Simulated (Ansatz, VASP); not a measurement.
CdS in VASP and in Ansatz

```
Cd S
1.0
     0.00000    2.93921    2.93921
     2.93921    0.00000    2.93921
     2.93921    2.93921    0.00000
Cd S
1 1
Cartesian
  0.0000 0.0000 0.0000
  1.4696 1.4696 1.4696
```

Alike in both runs: task single point; functional HSE06; k mesh 6 × 6 × 6; no spin polarisation.

|  | VASP | Ansatz |
| --- | --- | --- |
| version | VASP 6.6.1 | Ansatz 0.2.0 |
| potentials or method | VASP PAW PBE potentials, release 64 (Cd, S) | plane waves, PAW |
| plane-wave cutoff (eV) | 520 | 420 |
| occupations | gaussian, width 0.01 eV | fixed |
| valence electrons in the cell | 18 | 26 |

Ansatz gave:

| Property | Result |
| --- | --- |
| gap on the k mesh at the Fermi level (eV) | 2.11 |
| pressure (GPa) | 0.2 |

Task: Estimate VASP's values.

Result: gap on the k mesh at the Fermi level (eV): 2.11; pressure (GPa): 0.5.

VASP's potentials hold 18 valence electrons a cell and Ansatz's 26, so a difference there can come from the potentials and not from the codes. Ansatz's warnings: stress exchange threshold loose, stress scf threshold loose.
